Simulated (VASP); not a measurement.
# ZrTi (P4/mmm) in VASP: a series of runs

The runs below take ZrTi through single point, with LDA.

All numbers are computed with VASP 6.6.1; they aren't measurements. Logs are shortened: lines on timing, memory, paths and dates and some standing lists are left out, and cuts for length are marked.

## 1. The cell of the first run

Symmetry: P4/mmm, No. 123, tetragonal system. The conventional cell has a = 3.059 Å, b = 3.059 Å, c = 4.127 Å, α = 90.00°, β = 90.00°, γ = 90.00°. Zr (site symmetry 4/mmm) has 8 Ti at 2.99 Å and 4 Zr at 3.06 Å within 3.9 Å. Ti (site symmetry 4/mmm) has 8 Zr at 2.99 Å and 4 Ti at 3.06 Å within 3.9 Å.

## 2. Single point, LDA

Input file INCAR:

```
PREC = Accurate
ENCUT = 520
EDIFF = 1E-6
ISMEAR = -1
SIGMA = 0.1
LREAL = False
LASPH = True
NELM = 80
ALGO = Normal
ISIF = 2
LWAVE = False
LCHARG = True
GGA = CA
LELF = True
LVHAR = True
NBANDS = 19
```

Input file KPOINTS:

```
regular mesh
0
Gamma
  7 7 6
```

Input file POSCAR:

```
ZrTi
1.0
    3.0591801475      0.0000000000      0.0000000000
    0.0000000000      3.0591801475      0.0000000000
    0.0000000000      0.0000000000      4.1266026931
Zr Ti
1 1
Direct
    0.5000000000      0.5000000000      0.5000000000
    0.0000000000      0.0000000000      0.0000000000
```

Potentials or basis: VASP PAW LDA potentials, release 64 (Zr_sv, Ti_sv).

The run is started by

```sh
cat potpaw_LDA.64/Zr_sv/POTCAR potpaw_LDA.64/Ti_sv/POTCAR > POTCAR
mpirun -np 1 vasp_std > vasp.out
```

OUTCAR:

```text
PREC = Accurate
   ENCUT = 520
   EDIFF = 1E-6
   ISMEAR = -1
   LREAL = False
   LASPH = True
   NELM = 80
   ISIF = 2
   GGA = CA

 ion  position               nearest neighbor table
   1  0.500  0.500  0.500-   2 2.99   2 2.99   2 2.99   2 2.99   2 2.99   2 2.99   2 2.99   2 2.99

   2  0.000  0.000  0.000-   1 2.99   1 2.99   1 2.99   1 2.99   1 2.99   1 2.99   1 2.99   1 2.99

  LATTYP: Found a simple tetragonal cell.
 ALAT       =     3.0591801475
 C/A-ratio  =     1.3489243830

  Lattice vectors:

 A1 = (   3.0591801475,   0.0000000000,   0.0000000000)
 A2 = (   0.0000000000,   3.0591801475,   0.0000000000)
 A3 = (   0.0000000000,   0.0000000000,   4.1266026931)

Analysis of symmetry for initial positions (statically):
=====================================================================
 Subroutine PRICEL returns:
 Original cell was already a primitive cell.

 Routine SETGRP: Setting up the symmetry group for a
 simple tetragonal supercell.

 Subroutine GETGRP returns: Found 16 space group operations
 (whereof 16 operations were pure point group operations)
 out of a pool of 16 trial point group operations.

The static configuration has the point symmetry D_4h.

Analysis of symmetry for dynamics (positions and initial velocities):
=====================================================================
 Subroutine PRICEL returns:
 Original cell was already a primitive cell.

 Routine SETGRP: Setting up the symmetry group for a
 simple tetragonal supercell.

 Subroutine GETGRP returns: Found 16 space group operations
 (whereof 16 operations were pure point group operations)
 out of a pool of 16 trial point group operations.

The dynamic configuration has the point symmetry D_4h.

 Subroutine INISYM returns: Found 16 space group operations
 (whereof 16 operations are pure point group operations),
 and found     1 'primitive' translations

----------------------------------------------------------------------------------------

                                     Primitive cell

  volume of cell :      38.6192

  direct lattice vectors                    reciprocal lattice vectors
     3.059180147  0.000000000  0.000000000     0.326884966  0.000000000  0.000000000
     0.000000000  3.059180147  0.000000000     0.000000000  0.326884966  0.000000000
     0.000000000  0.000000000  4.126602693     0.000000000  0.000000000  0.242330090

  length of vectors
     3.059180147  3.059180147  4.126602693     0.326884966  0.326884966  0.242330090

  position of ions in fractional coordinates (direct lattice)
     0.500000000  0.500000000  0.500000000
     0.000000000  0.000000000  0.000000000

  ion indices of the primitive-cell ions
   primitive index   ion index
                 1           1
                 2           2

----------------------------------------------------------------------------------------

 KPOINTS: regular mesh

Automatic generation of k-mesh.
 Grid dimensions read from file:
 generate k-points for:    7    7    6

 Generating k-lattice:

  Cartesian coordinates                     Fractional coordinates (reciprocal lattice)
     0.046697852  0.000000000  0.000000000     0.142857143  0.000000000  0.000000000
     0.000000000  0.046697852  0.000000000     0.000000000  0.142857143  0.000000000
     0.000000000  0.000000000  0.040388348     0.000000000  0.000000000  0.166666667

  Length of vectors
     0.046697852  0.046697852  0.040388348

  Shift w.r.t. Gamma in fractional coordinates (k-lattice)
     0.000000000  0.000000000  0.000000000

 Subroutine IBZKPT returns following result:
 ===========================================

 Found     40 irreducible k-points:

 Following reciprocal coordinates:
            Coordinates               Weight
  0.000000  0.000000  0.000000      1.000000
  0.142857  0.000000  0.000000      4.000000
  0.285714  0.000000  0.000000      4.000000
  0.428571  0.000000  0.000000      4.000000
  0.142857  0.142857  0.000000      4.000000
  0.285714  0.142857  0.000000      8.000000
[... 16 lines left out ...]
  0.285714  0.000000  0.333333      8.000000
  0.428571  0.000000  0.333333      8.000000
 [... further k-points ...]
   k-points           NKPTS =     40   k-points in BZ     NKDIM =     40   number of bands    NBANDS=     19
   number of dos      NEDOS =    301   number of ions     NIONS =      2
   total plane-waves  NPLWV =  18432
   dimension x,y,z NGX =    24 NGY =   24 NGZ =   32
   dimension x,y,z NGXF=    48 NGYF=   48 NGZF=   64
   ions per type =               1   1
   NGX,Y,Z   is equivalent  to a cutoff of  13.04, 13.04, 12.89 a.u.
   NGXF,Y,Z  is equivalent  to a cutoff of  26.08, 26.08, 25.78 a.u.
 SYSTEM =  unknown system
   PREC   = accura    normal or accurate (medium, high low for compatibility)
   ISTART =      0    job   : 0-new  1-cont  2-samecut
   ICHARG =      2    charge: 1-file 2-atom 10-const
   ISPIN  =      1    spin polarized calculation?
   LNONCOLLINEAR =      F non collinear calculations
   LSORBIT =      F    spin-orbit coupling
   LASPH  =      T    aspherical Exc in radial PAW
   ENCUT  =  520.0 eV  38.22 Ry    6.18 a.u.   5.69  5.69  7.67*2*pi/ulx,y,z
   NELM   =     80;   NELMIN=  2; NELMDL= -5     # of ELM steps
   EDIFF  = 0.1E-05   stopping-criterion for ELM
   LREAL  =      F    real-space projection
   EDIFFG = 0.1E-04   stopping-criterion for IOM
   NSW    =      0    number of steps for IOM
   IBRION =     -1    ionic relax: 0-MD 1-quasi-New 2-CG
   NFREE  =      0    steps in history (QN), initial steepest desc. (CG)
   ISIF   =      2    stress and relaxation
   ISYM   =      2    0-nonsym 1-usesym 2-fastsym
   POTIM  = 0.5000    time-step for ionic-motion
   TEBEG  =    0.0;   TEEND  =   0.0 temperature during run
   PSTRESS=    0.0 pullay stress
   NELECT =      24.0000    total number of electrons
   NUPDOWN=      -1.0000    fix difference up-down
   EMIN   =  10.00;   EMAX   =-10.00  energy-range for DOS
   EFERMI =   0.00;   METHOD = LEGACY
   ISMEAR =    -1;   SIGMA  =   0.10  broadening in eV -4-tet -1-fermi 0-gaus
   EFERMI_NEDOS =   21; number of points for ismear=-14 and -15
   IALGO  =     38    algorithm
   IMIX   =      4    mixing-type and parameters
     AMIX     =   0.40;   BMIX     =  1.00
     AMIX_MAG =   1.60;   BMIX_MAG =  1.00
  volume/ion in A,a.u.               =      19.31       130.31
  Fermi-wavevector in a.u.,A,eV,Ry     =   1.397047  2.640036 26.555036  1.951740
  Thomas-Fermi vector in A             =   2.520341
   LORBIT       =      0    0 simple, 1 ext, 2 COOP (PROOUT), +10 PAW based schemes
   GGA     = CA    functional components
   LHFCALC =     F    Hartree Fock is set to
   AEXX    =    0.0000 exact exchange contribution
   IVDW    =     0    specifies the selected vdW correction
   LEPSILON=     F    determine dielectric tensor
   LRPA    =     F    only Hartree local field effects (RPA)
 non-spin polarized calculation
  energy-cutoff  :      520.00
  volume of cell :       38.62
 maximum number of plane-waves:      1054
 NGX is ok and might be reduce to    24
   NGX = 11   NGY = 11   NGZ = 15

 number of electron      24.0000006 magnetization

 Free energy of the ion-electron system (eV)
  ---------------------------------------------------
  ext. energy  EPLUGINS =         0.00000000
  ---------------------------------------------------
  free energy    TOTEN  =       -17.72360361 eV

  energy without entropy =      -17.61044702  energy(sigma->0) =      -17.66702532

 E-fermi :   8.9439     XC(G=0): -11.7441

 val. band max:        8.9186659920   @ k =   0.1429   0.0000   0.3333
 cond. band min:       8.9494171250   @ k =   0.2857   0.2857   0.3333
 fundamental gap:      0.0307511331
 Fermi energy:         8.9438646326

 k-point     1 :       0.0000    0.0000    0.0000
  band No.  band energies     occupation
      1     -47.1034      2.00000
      2     -39.0767      2.00000
      3     -23.7889      2.00000
      4     -23.6162      2.00000
      5     -23.6162      2.00000
      6     -17.2709      2.00000
[... 11 lines left out ...]
     18      14.1139      0.00000
     19      14.2066      0.00000

 k-point     2 :       0.1429    0.0000    0.0000
  band No.  band energies     occupation
      1     -47.0987      2.00000
      2     -39.0613      2.00000
      3     -23.7807      2.00000
      4     -23.6596      2.00000
      5     -23.6117      2.00000
      6     -17.2609      2.00000
[... 11 lines left out ...]
     18      13.4120      0.00000
     19      13.9212      0.00000

 k-point     3 :       0.2857    0.0000    0.0000
  band No.  band energies     occupation
      1     -47.0882      2.00000
      2     -39.0265      2.00000
      3     -23.7622      2.00000
      4     -23.7562      2.00000
      5     -23.6017      2.00000
      6     -17.4118      2.00000
[... 11 lines left out ...]
     18      12.3912      0.00000
     19      13.4130      0.00000

 k-point     4 :       0.4286    0.0000    0.0000
  band No.  band energies     occupation
      1     -47.0798      2.00000
      2     -38.9983      2.00000
      3     -23.8325      2.00000
      4     -23.7472      2.00000
      5     -23.5936      2.00000
      6     -17.6828      2.00000
[... 11 lines left out ...]
     18      12.8602      0.00000
     19      12.9665      0.00000

 k-point     5 :       0.1429    0.1429    0.0000
  band No.  band energies     occupation
      1     -47.0941      2.00000
      2     -39.0459      2.00000
      3     -23.7731      2.00000
      4     -23.6561      2.00000
      5     -23.6548      2.00000
      6     -17.2492      2.00000
[... 11 lines left out ...]
     18      12.7030      0.00000
     19      13.9767      0.00000
[... 334 lines left out ...]
      2     -39.0782      2.00000
      3     -23.7771      2.00000
      4     -23.6137      2.00000
      5     -23.6137      2.00000
      6     -17.3402      2.00000
[... 11 lines left out ...]
     18      12.4525      0.00000
     19      12.4525      0.00000

 k-point    22 :       0.1429    0.0000    0.3333
  band No.  band energies     occupation
      1     -47.0979      2.00000
      2     -39.0622      2.00000
      3     -23.7748      2.00000
      4     -23.6602      2.00000
      5     -23.6096      2.00000
      6     -17.3180      2.00000
[... 11 lines left out ...]
     18      12.5929      0.00000
     19      13.3011      0.00000

 k-point    23 :       0.2857    0.0000    0.3333
  band No.  band energies     occupation
      1     -47.0877      2.00000
      2     -39.0259      2.00000
      3     -23.7734      2.00000
      4     -23.7599      2.00000
      5     -23.6003      2.00000
      6     -17.3946      2.00000
[... 11 lines left out ...]
     18      12.7509      0.00000
     19      13.8336      0.00000

 k-point    24 :       0.4286    0.0000    0.3333
  band No.  band energies     occupation
      1     -47.0794      2.00000
      2     -38.9966      2.00000
      3     -23.8460      2.00000
      4     -23.7653      2.00000
      5     -23.5930      2.00000
      6     -17.6515      2.00000
[... 11 lines left out ...]
     18      12.9356      0.00000
     19      13.8028      0.00000

 [... further k-points ...]
[... 5 lines left out ...]
  --------------------------------------------------------------------------------------
  -------------------------------------------------------------------------------------
  Total       -0.4845044     -0.4845044     -0.7420510      0.0000000      0.0000000      0.0000000
  in kB      -20.1004391    -20.1004391    -30.7851728      0.0000000      0.0000000      0.0000000
  external PRESSURE =     -23.6620170 kB  Pullay stress =       0.0000000 kB

 VOLUME and BASIS-vectors are now :
 -----------------------------------------------------------------------------
  energy-cutoff  :      520.00
  volume of cell :       38.62
      direct lattice vectors                 reciprocal lattice vectors
     3.059180147  0.000000000  0.000000000     0.326884966  0.000000000  0.000000000
     0.000000000  3.059180147  0.000000000     0.000000000  0.326884966  0.000000000
     0.000000000  0.000000000  4.126602693     0.000000000  0.000000000  0.242330090

 POSITION                                       TOTAL-FORCE (eV/Angst)
 -----------------------------------------------------------------------------------
      1.52959      1.52959      2.06330         0.000000      0.000000      0.000000
      0.00000      0.00000      0.00000         0.000000      0.000000      0.000000
 -----------------------------------------------------------------------------------
    total drift:                                0.000000      0.000000     -0.000000

  FREE ENERGIE OF THE ION-ELECTRON SYSTEM (eV)
  ---------------------------------------------------
  free  energy   TOTEN  =       -17.7236036131 eV

  energy  without entropy=      -17.6104470222  energy(sigma->0) =      -17.66702532
```

It took 36 s on 1 thread of Intel Xeon 8259CL, shared host; peak memory 0.12 GiB.

Results:

```yaml
Free_energy: -17.7236 eV
Pressure: -2.4 GPa
Band_gap_on_the_k_mesh: zero (band 12 reaches 9.78 eV, above the bottom of band 13 at 8.53 eV)
```

## 3. Single point, LDA

This run uses another cell than the first one, of 19.92 Å³/atom, 1.032 times its volume.

Input file INCAR:

```
ALGO = Normal
EDIFF = 1E-7
ENCUT = 520
GGA = CA
ISIF = 2
ISMEAR = -1
LASPH = T
LCHARG = F
LREAL = F
LWAVE = F
NBANDS = 19
NELM = 60
PREC = Accurate
SIGMA = 0.1
```

Input file KPOINTS:

```
k-points
0
Gamma
  7 7 6
```

Input file POSCAR:

```
ZrTi
1.0
    3.0910489009      0.0000000000      0.0000000000
    0.0000000000      3.0910489009      0.0000000000
    0.0000000000      0.0000000000      4.1695912316
Zr Ti
1 1
Direct
    0.5000000000      0.5000000000      0.5000000000
    0.0000000000      0.0000000000      0.0000000000
```

Potentials or basis: VASP PAW LDA potentials, release 64 (Zr_sv, Ti_sv).

The run is started by

```sh
cat potpaw_LDA.64/Zr_sv/POTCAR potpaw_LDA.64/Ti_sv/POTCAR > POTCAR
mpirun -np 1 vasp_std > vasp.out
```

It took 39 s on 1 thread of Intel Xeon 8259CL, shared host; peak memory 0.12 GiB.

It converged, with:

| Item | Value |
| --- | --- |
| Free energy | -17.6944 eV |
| Pressure | -5.3 GPa |
| Band gap on the k mesh | zero (band 12 reaches 9.42 eV, above the bottom of band 13 at 8.20 eV) |

Stress tensor (GPa, compression positive):
```
-5.05  0.00  0.00
 0.00 -5.05  0.00
 0.00  0.00 -5.91
```

Levels at points of the mesh, in eV from the Fermi level:
```tsv
k point	band 8	band 9	band 10	band 11	band 12	band 13	band 14	band 15	band 16	band 17
(0.00, 0.00, 0.00)	-25.93	-5.76	-2.84	-2.12	0.70	0.70	1.13	2.17	2.96	3.60
(0.00, 0.00, 0.50)	-25.93	-3.59	-3.20	-0.97	-0.56	1.07	1.56	1.56	1.96	2.37
```

## 4. Single point, LDA

This run uses another cell than the first one, of 21.14 Å³/atom, 1.095 times its volume.

Input file INCAR:

```
SYSTEM = ZrTi
PREC     = Accurate       ! precision mode
ENCUT    = 520            ! plane-wave cutoff, eV
EDIFF    = 1E-7           ! SCF threshold, eV
ISMEAR   = -1             ! smearing method
SIGMA    = 0.1            ! smearing width, eV
LREAL    = .FALSE.        ! projectors in reciprocal space
LASPH    = .TRUE.         ! aspherical terms in the spheres
NELM     = 60             ! most SCF steps
ALGO     = Normal         ! electronic algorithm
ISIF     = 2              ! what is computed and relaxed
LWAVE    = .FALSE.        ! write WAVECAR
LCHARG   = .FALSE.        ! write CHGCAR
GGA      = CA             ! functional
NBANDS   = 19             ! bands
```

Input file KPOINTS:

```
Automatic mesh
0
G
  7 7 6
  0 0 0
```

Input file POSCAR:

```
ZrTi
1.0
    3.1528862093      0.0000000000      0.0000000000
    0.0000000000      3.1528862093      0.0000000000
    0.0000000000      0.0000000000      4.2530050848
Zr Ti
1 1
Direct
    0.5000000000      0.5000000000      0.5000000000
    0.0000000000      0.0000000000      0.0000000000
```

The run is started by

```sh
cat potpaw_LDA.64/Zr_sv/POTCAR potpaw_LDA.64/Ti_sv/POTCAR > POTCAR
mpirun -np 1 vasp_std > vasp.out
```

Wall time 41 s (1 thread of Intel Xeon 8259CL, shared host); peak memory 0.13 GiB.

Results (log left out):

- Free energy: -17.5756 eV
- Pressure: -10.2 GPa
- Band gap on the k mesh: zero (band 12 reaches 8.75 eV, above the bottom of band 13 at 7.59 eV)

Stress tensor (GPa, compression positive):
```
 -9.99   0.00   0.00
  0.00  -9.99   0.00
  0.00   0.00 -10.50
```

Levels at points of the mesh, in eV from the Fermi level:
```csv
k point,band 9,band 10,band 11,band 12,band 13,band 14,band 15,band 16
"(0.00, 0.00, 0.00)",-5.64,-2.62,-1.93,0.68,0.68,1.09,2.02,2.77
"(0.00, 0.00, 0.50)",-3.55,-3.19,-0.85,-0.47,1.01,1.47,1.47,1.86
```

## 5. The runs side by side

| cell | gap on the mesh (eV) | pressure (GPa) |
| --- | --- | --- |
| a = 3.059, b = 3.059, c = 4.127 Å, 2 atoms | none | -2.4 |
| a = 3.091, b = 3.091, c = 4.170 Å, 2 atoms | none | -5.3 |
| a = 3.153, b = 3.153, c = 4.253 Å, 2 atoms | none | -10.2 |

Alike in all rows: task single point; level LDA; potentials or basis VASP PAW LDA potentials, release 64 (Zr_sv, Ti_sv); no spin polarisation; k mesh 7 × 7 × 6; cutoff (eV) 520; smearing fermi-dirac 0.1 eV.

Total energies depend on the potentials used, so only differences within one code and one set of settings carry meaning.
